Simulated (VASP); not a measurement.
# TiC (Immm) in VASP: further runs

TiC is run at these levels: r2SCAN; tasks: single point.

All numbers are computed with VASP 6.6.1; they aren't measurements. Logs are shortened: lines on timing, memory, paths and dates and some standing lists are left out, and cuts for length are marked.

## Step 1: The cell of the first run

It takes space group Immm (No. 71, orthorhombic). Conventional cell: a = 2.974 Å, b = 3.146 Å, c = 4.328 Å, α = 90.00°, β = 90.00°, γ = 90.00°. Ti (site symmetry mmm) has 6 C at 2.16 Å and 12 Ti at 2.97 to 3.15 Å within 3.2 Å. C (site symmetry mmm) has 6 Ti at 2.16 Å and 12 C at 2.97 to 3.15 Å within 3.2 Å.

## Step 2: Single point, r2SCAN (strain +0.0562 x Voigt [0, 0, 0, 0, 0, 1])

Contents of POSCAR:

```
TiC
1.0
    0.0608084000      2.1640000000      2.1640000000
    2.1640000000      0.0608084000      2.1640000000
    2.2248084000      2.2248084000      0.0000000000
Ti C
1 1
Direct
    0.0000000000      0.0000000000      0.0000000000
    0.5000000000      0.5000000000      0.5000000000
```

Contents of INCAR.step1:

```
SYSTEM = TiC
ALGO     = Normal         ! electronic algorithm
EDIFF    = 1E-4           ! SCF threshold, eV
ENCUT    = 520            ! plane-wave cutoff, eV
GGA      = PE             ! functional
ISMEAR   = 0              ! smearing method
LASPH    = .True.         ! aspherical terms in the spheres
LCHARG   = .False.        ! write CHGCAR
LREAL    = .False.        ! projectors in reciprocal space
LWAVE    = .True.         ! write WAVECAR
NBANDS   = 15             ! bands
NELM     = 60             ! most SCF steps
PREC     = Accurate       ! precision mode
SIGMA    = 0.15           ! smearing width, eV
```

Contents of INCAR.step2:

```
SYSTEM = TiC
ALGO     = Normal         ! electronic algorithm
EDIFF    = 1E-7           ! SCF threshold, eV
ENCUT    = 520            ! plane-wave cutoff, eV
ISIF     = 2              ! what is computed and relaxed
ISMEAR   = 0              ! smearing method
ISTART   = 1            
LASPH    = .True.         ! aspherical terms in the spheres
LCHARG   = .False.        ! write CHGCAR
LMIXTAU  = .True.       
LREAL    = .False.        ! projectors in reciprocal space
LWAVE    = .False.        ! write WAVECAR
METAGGA  = R2SCAN         ! meta-GGA
NBANDS   = 15             ! bands
NELM     = 60             ! most SCF steps
PREC     = Accurate       ! precision mode
SIGMA    = 0.15           ! smearing width, eV
```

Contents of KPOINTS:

```
k-points
0
Gamma
  18 18 18
  0 0 0
```

Potentials or basis: VASP PAW PBE potentials, release 64 (Ti_sv, C).

Run with:

```console
> cat potpaw_PBE.64/Ti_sv/POTCAR potpaw_PBE.64/C/POTCAR > POTCAR
> cp INCAR.step1 INCAR
> mpirun -np 1 vasp_std > vasp.out
> cp INCAR.step2 INCAR
> mpirun -np 1 vasp_std > vasp.out
```

OUTCAR:

```text
SYSTEM = TiC
   EDIFF = 1E-7
   ENCUT = 520
   ISIF = 2
   ISMEAR = 0
   ISTART = 1
   LASPH = .True.
   LREAL = .False.
   METAGGA = R2SCAN
   NELM = 60
   PREC = Accurate

 ion  position               nearest neighbor table
   1  0.000  0.000  0.000-   2 2.16   2 2.16   2 2.16   2 2.16   2 2.16   2 2.16
   2  0.500  0.500  0.500-   1 2.16   1 2.16   1 2.16   1 2.16   1 2.16   1 2.16

  LATTYP: Found a body centered orthorhombic cell.
 ALAT       =     2.9743620850
 B/A-ratio  =     1.0578248791
 C/A-ratio  =     1.4551019265

  Lattice vectors:

 A1 = (   2.1640000000,   0.0608084000,  -2.1640000000)
 A2 = (  -2.1640000000,  -0.0608084000,  -2.1640000000)
 A3 = (   0.0608084000,   2.1640000000,   2.1640000000)

Analysis of symmetry for initial positions (statically):
=====================================================================
 Subroutine PRICEL returns:
 Original cell was already a primitive cell.

 Routine SETGRP: Setting up the symmetry group for a
 body centered orthorhombic supercell.

 Subroutine GETGRP returns: Found  8 space group operations
 (whereof  8 operations were pure point group operations)
 out of a pool of  8 trial point group operations.

The static configuration has the point symmetry D_2h.

Analysis of symmetry for dynamics (positions and initial velocities):
=====================================================================
 Subroutine PRICEL returns:
 Original cell was already a primitive cell.

 Routine SETGRP: Setting up the symmetry group for a
 body centered orthorhombic supercell.

 Subroutine GETGRP returns: Found  8 space group operations
 (whereof  8 operations were pure point group operations)
 out of a pool of  8 trial point group operations.

The dynamic configuration has the point symmetry D_2h.

 Subroutine INISYM returns: Found  8 space group operations
 (whereof  8 operations are pure point group operations),
 and found     1 'primitive' translations

----------------------------------------------------------------------------------------

                                     Primitive cell

  volume of cell :      20.2516

  direct lattice vectors                    reciprocal lattice vectors
     0.060808400  2.164000000  2.164000000    -0.237733928  0.237733928  0.231053604
     2.164000000  0.060808400  2.164000000     0.237733928 -0.237733928  0.231053604
     2.224808400  2.224808400  0.000000000     0.224738454  0.224738454 -0.231053604

  length of vectors
     3.060962212  3.060962212  3.146354213     0.407946821  0.407946821  0.392938307

  position of ions in fractional coordinates (direct lattice)
     0.000000000  0.000000000  0.000000000
     0.500000000  0.500000000  0.500000000

  ion indices of the primitive-cell ions
   primitive index   ion index
                 1           1
                 2           2

----------------------------------------------------------------------------------------

 KPOINTS: k-points

Automatic generation of k-mesh.
 Grid dimensions read from file:
 generate k-points for:   18   18   18

 Generating k-lattice:

  Cartesian coordinates                     Fractional coordinates (reciprocal lattice)
    -0.013207440  0.013207440  0.012836311     0.055555556  0.000000000  0.000000000
     0.013207440 -0.013207440  0.012836311     0.000000000  0.055555556  0.000000000
     0.012485470  0.012485470 -0.012836311    -0.000000000 -0.000000000  0.055555556

  Length of vectors
     0.022663712  0.022663712  0.021829906

  Shift w.r.t. Gamma in fractional coordinates (k-lattice)
     0.000000000  0.000000000  0.000000000

 Subroutine IBZKPT returns following result:
 ===========================================

 Found    865 irreducible k-points:

 Following reciprocal coordinates:
            Coordinates               Weight
  0.000000  0.000000  0.000000      1.000000
  0.055556  0.000000  0.000000      4.000000
  0.111111  0.000000  0.000000      4.000000
  0.166667  0.000000  0.000000      4.000000
  0.222222  0.000000  0.000000      4.000000
  0.277778  0.000000  0.000000      4.000000
[... 16 lines left out ...]
 -0.277778  0.055556  0.000000      4.000000
 -0.222222  0.055556  0.000000      4.000000
 [... further k-points ...]
   k-points           NKPTS =    865   k-points in BZ     NKDIM =    865   number of bands    NBANDS=     15
   number of dos      NEDOS =    301   number of ions     NIONS =      2
   total plane-waves  NPLWV =  13824
   dimension x,y,z NGX =    24 NGY =   24 NGZ =   24
   dimension x,y,z NGXF=    48 NGYF=   48 NGZF=   48
   ions per type =               1   1
   NGX,Y,Z   is equivalent  to a cutoff of  13.03, 13.03, 12.68 a.u.
   NGXF,Y,Z  is equivalent  to a cutoff of  26.07, 26.07, 25.36 a.u.
 SYSTEM =  TiC
   PREC   = accura    normal or accurate (medium, high low for compatibility)
   ISTART =      1    job   : 0-new  1-cont  2-samecut
   ICHARG =      0    charge: 1-file 2-atom 10-const
   ISPIN  =      1    spin polarized calculation?
   LNONCOLLINEAR =      F non collinear calculations
   LSORBIT =      F    spin-orbit coupling
   LASPH  =      T    aspherical Exc in radial PAW
   ENCUT  =  520.0 eV  38.22 Ry    6.18 a.u.   5.69  5.69  5.85*2*pi/ulx,y,z
   NELM   =     60;   NELMIN=  2; NELMDL=  0     # of ELM steps
   EDIFF  = 0.1E-06   stopping-criterion for ELM
   LREAL  =      F    real-space projection
   EDIFFG = 0.1E-05   stopping-criterion for IOM
   NSW    =      0    number of steps for IOM
   IBRION =     -1    ionic relax: 0-MD 1-quasi-New 2-CG
   NFREE  =      0    steps in history (QN), initial steepest desc. (CG)
   ISIF   =      2    stress and relaxation
   ISYM   =      2    0-nonsym 1-usesym 2-fastsym
   POTIM  = 0.5000    time-step for ionic-motion
   TEBEG  =    0.0;   TEEND  =   0.0 temperature during run
   PSTRESS=    0.0 pullay stress
   NELECT =      16.0000    total number of electrons
   NUPDOWN=      -1.0000    fix difference up-down
   EMIN   =  10.00;   EMAX   =-10.00  energy-range for DOS
   EFERMI =   0.00;   METHOD = LEGACY
   ISMEAR =     0;   SIGMA  =   0.15  broadening in eV -4-tet -1-fermi 0-gaus
   EFERMI_NEDOS =   21; number of points for ismear=-14 and -15
   IALGO  =     38    algorithm
   IMIX   =      4    mixing-type and parameters
     AMIX     =   0.40;   BMIX     =  1.00
     AMIX_MAG =   1.60;   BMIX_MAG =  1.00
  volume/ion in A,a.u.               =      10.13        68.33
  Fermi-wavevector in a.u.,A,eV,Ry     =   1.513429  2.859965 31.163682  2.290466
  Thomas-Fermi vector in A             =   2.623221
   LORBIT       =      0    0 simple, 1 ext, 2 COOP (PROOUT), +10 PAW based schemes
   METAGGA = R2SCAN    functional components
   LHFCALC =     F    Hartree Fock is set to
   AEXX    =    0.0000 exact exchange contribution
   IVDW    =     0    specifies the selected vdW correction
   LEPSILON=     F    determine dielectric tensor
   LRPA    =     F    only Hartree local field effects (RPA)
 non-spin polarized calculation
 Gauss-broadening in eV      SIGMA  =   0.15
  energy-cutoff  :      520.00
  volume of cell :       20.25
 maximum number of plane-waves:       562
   NGX = 11   NGY = 11   NGZ = 11

 number of electron      16.0000000 magnetization

 Free energy of the ion-electron system (eV)
  ---------------------------------------------------
  ext. energy  EPLUGINS =         0.00000000
  ---------------------------------------------------
  free energy    TOTEN  =       -24.83277550 eV

  energy without entropy =      -24.83022002  energy(sigma->0) =      -24.83149776

 E-fermi :   9.5625     XC(G=0): -13.6085

 val. band max:        9.5475625719   @ k =   0.2778  -0.0000   0.3333
 cond. band min:       9.5937972229   @ k =   0.1667   0.1667   0.0556
 fundamental gap:      0.0462346510
 Fermi energy:         9.5624818983

 k-point     1 :       0.0000    0.0000    0.0000
  band No.  band energies     occupation
      1     -49.4368      2.00000
      2     -24.4309      2.00000
      3     -24.4136      2.00000
      4     -24.3907      2.00000
      5      -3.6981      2.00000
      6      10.1298      0.00000
      7      10.3339      0.00000
      8      10.6758      0.00000
      9      10.9481      0.00000
     10      11.1767      0.00000
     11      11.2816      0.00000
     12      11.2887      0.00000
     13      11.4811      0.00000
     14      20.7817      0.00000
     15      24.4049      0.00000

 k-point     2 :       0.0556    0.0000    0.0000
  band No.  band energies     occupation
      1     -49.4343      2.00000
      2     -24.4322      2.00000
      3     -24.4222      2.00000
      4     -24.4013      2.00000
      5      -3.6235      2.00000
      6       9.9035      0.00130
      7      10.1090      0.00000
      8      10.2674      0.00000
      9      10.4570      0.00000
     10      10.6320      0.00000
     11      11.5950      0.00000
     12      12.1103      0.00000
     13      12.2714      0.00000
     14      20.9229      0.00000
     15      24.4288      0.00000

 k-point     3 :       0.1111    0.0000    0.0000
  band No.  band energies     occupation
      1     -49.4269      2.00000
      2     -24.4658      2.00000
      3     -24.4360      2.00000
      4     -24.4132      2.00000
      5      -3.4035      2.00000
      6       9.1334      1.99995
      7       9.3272      1.97343
      8       9.4615      1.65888
      9      10.5243      0.00000
     10      10.7214      0.00000
     11      11.9023      0.00000
     12      13.1394      0.00000
     13      13.2639      0.00000
     14      21.2790      0.00000
     15      24.4417      0.00000
[... 343 lines left out ...]
 k-point    23 :      -0.2778    0.0556    0.0000
  band No.  band energies     occupation
      1     -49.3796      2.00000
      2     -24.7641      2.00000
      3     -24.4666      2.00000
      4     -24.4510      2.00000
      5      -1.7604      2.00000
      6       5.8586      2.00000
      7       6.7871      2.00000
      8       7.4525      2.00000
      9      11.4728      0.00000
     10      11.9897      0.00000
     11      12.9910      0.00000
     12      15.8127      0.00000
     13      16.9312      0.00000
     14      20.7145      0.00000
     15      25.2722      0.00000

 k-point    24 :      -0.2222    0.0556    0.0000
  band No.  band energies     occupation
      1     -49.3941      2.00000
      2     -24.6722      2.00000
      3     -24.4551      2.00000
      4     -24.4429      2.00000
      5      -2.3390      2.00000
      6       6.8468      2.00000
      7       7.2813      2.00000
      8       8.0063      2.00000
      9      11.0628      0.00000
     10      11.6458      0.00000
     11      12.6298      0.00000
     12      14.9647      0.00000
     13      16.0753      0.00000
     14      21.4850      0.00000
     15      24.6733      0.00000

 [... further k-points ...]
[... 5 lines left out ...]
  --------------------------------------------------------------------------------------
  -------------------------------------------------------------------------------------
  Total        0.1492423      0.1492423      0.1271157     -1.3333071      0.0000000      0.0000000
  in kB       11.8071129     11.8071129     10.0565952   -105.4829012      0.0000000      0.0000000
  external PRESSURE =      11.2236070 kB  Pullay stress =       0.0000000 kB

 VOLUME and BASIS-vectors are now :
 -----------------------------------------------------------------------------
  energy-cutoff  :      520.00
  volume of cell :       20.25
      direct lattice vectors                 reciprocal lattice vectors
     0.060808400  2.164000000  2.164000000    -0.237733928  0.237733928  0.231053604
     2.164000000  0.060808400  2.164000000     0.237733928 -0.237733928  0.231053604
     2.224808400  2.224808400  0.000000000     0.224738454  0.224738454 -0.231053604

 POSITION                                       TOTAL-FORCE (eV/Angst)
 -----------------------------------------------------------------------------------
      0.00000      0.00000      0.00000        -0.000000     -0.000000      0.000000
      2.22481      2.22481      2.16400         0.000000      0.000000      0.000000
 -----------------------------------------------------------------------------------
    total drift:                                0.000000     -0.000000     -0.000000

  FREE ENERGIE OF THE ION-ELECTRON SYSTEM (eV)
  ---------------------------------------------------
  free  energy   TOTEN  =       -24.8327755029 eV

  energy  without entropy=      -24.8302200151  energy(sigma->0) =      -24.83149776
```

It took 4.8 min on 1 thread of Intel Xeon 6975P-C (Granite Rapids), shared host; peak memory 0.36 GiB.

Results:

```
Free energy            : -24.8328 eV
Pressure               : 1.1 GPa
Band gap on the k mesh : zero (bands 8 and 9 overlap by 1.54 eV)
```

Levels at points of the mesh, in eV from the Fermi level:
| k point | band 5 | band 6 | band 7 | band 8 | band 9 | band 10 | band 11 | band 12 |
| --- | --- | --- | --- | --- | --- | --- | --- | --- |
| (0.00, 0.00, 0.00) | -13.26 | 0.57 | 0.77 | 1.11 | 1.39 | 1.61 | 1.72 | 1.73 |
| (0.50, 0.00, 0.00) | -9.58 | -6.13 | -3.53 | -3.13 | 3.06 | 3.26 | 4.53 | 8.43 |
| (0.50, 0.50, 0.00) | -11.00 | -3.73 | -1.56 | -0.58 | 0.25 | 2.73 | 3.75 | 3.77 |
| (0.00, 0.00, 0.50) | -9.89 | -6.15 | -3.20 | -2.76 | 2.85 | 3.20 | 4.28 | 8.33 |
| (0.50, 0.00, 0.50) | -10.97 | -3.73 | -1.55 | -0.18 | -0.17 | 2.69 | 3.74 | 3.76 |

Caveat: the cell differs from its parent crystal (strain +0.0562 x Voigt [0, 0, 0, 0, 0, 1]); the PAW data sets were made with another functional, which shifts forces and pressure a little.

## Step 3: Single point, r2SCAN (strain +0.0187 x Voigt [0, 0, 0, 0, 0, 1])

Contents of POSCAR:

```
TiC
1.0
    0.0202334000      2.1640000000      2.1640000000
    2.1640000000      0.0202334000      2.1640000000
    2.1842334000      2.1842334000      0.0000000000
Ti C
1 1
Direct
    0.0000000000      0.0000000000      0.0000000000
    0.5000000000      0.5000000000      0.5000000000
```

Contents of INCAR.step1:

```
SYSTEM = TiC
PREC = Accurate
ENCUT = 520
ISMEAR = 0
SIGMA = 0.15
LREAL = .FALSE.
LASPH = .TRUE.
NELM = 100
NBANDS = 15
GGA = PE
ALGO = Normal
EDIFF = 1E-4
LWAVE = .TRUE.
LCHARG = .FALSE.
```

Contents of INCAR.step2:

```
SYSTEM = TiC
PREC = Accurate
ENCUT = 520
EDIFF = 1E-6
ISMEAR = 0
SIGMA = 0.15
LREAL = .FALSE.
LASPH = .TRUE.
NELM = 100
ALGO = Normal
ISIF = 2
LWAVE = .FALSE.
LCHARG = .TRUE.
METAGGA = R2SCAN
LMIXTAU = .TRUE.
LELF = .TRUE.
LVHAR = .TRUE.
NBANDS = 15
ISTART = 1
```

Contents of KPOINTS:

```
regular mesh
0
G
  18 18 18
  0 0 0
```

Potentials or basis: VASP PAW PBE potentials, release 64 (Ti_sv, C).

Run with:

```console
> cat potpaw_PBE.64/Ti_sv/POTCAR potpaw_PBE.64/C/POTCAR > POTCAR
> cp INCAR.step1 INCAR
> mpirun -np 1 vasp_std > vasp.out
> cp INCAR.step2 INCAR
> mpirun -np 1 vasp_std > vasp.out
```

It took 4.6 min on 1 thread of Intel Xeon 6975P-C (Granite Rapids), shared host; peak memory 0.37 GiB.

Results (log left out):

* Free energy: -24.8662 eV
* Pressure: 0.9 GPa
* Band gap on the k mesh: zero (bands 8 and 9 overlap by 1.41 eV)

Stress tensor (GPa, compression positive):
```
 0.94 -3.50  0.00
-3.50  0.94  0.00
 0.00  0.00  0.93
```

Levels at points of the mesh, in eV from the Fermi level:
| k point | band 5 | band 6 | band 7 | band 8 | band 9 | band 10 | band 11 | band 12 |
| --- | --- | --- | --- | --- | --- | --- | --- | --- |
| (0.00, 0.00, 0.00) | -13.23 | 0.76 | 0.85 | 0.95 | 1.57 | 1.66 | 1.71 | 1.72 |
| (0.50, 0.00, 0.00) | -9.66 | -6.11 | -3.27 | -3.14 | 3.12 | 3.20 | 4.43 | 8.53 |
| (0.50, 0.50, 0.00) | -10.96 | -3.70 | -1.53 | -0.29 | -0.02 | 2.73 | 3.77 | 3.78 |
| (0.00, 0.00, 0.50) | -9.76 | -6.12 | -3.16 | -3.02 | 3.06 | 3.16 | 4.35 | 8.47 |
| (0.50, 0.00, 0.50) | -10.96 | -3.70 | -1.53 | -0.16 | -0.15 | 2.73 | 3.77 | 3.77 |

Caveat: the cell differs from its parent crystal (strain +0.0187 x Voigt [0, 0, 0, 0, 0, 1]); the PAW data sets were made with another functional, which shifts forces and pressure a little.

The gap in the log of VASP goes by the Fermi energy; the results here count the filled bands.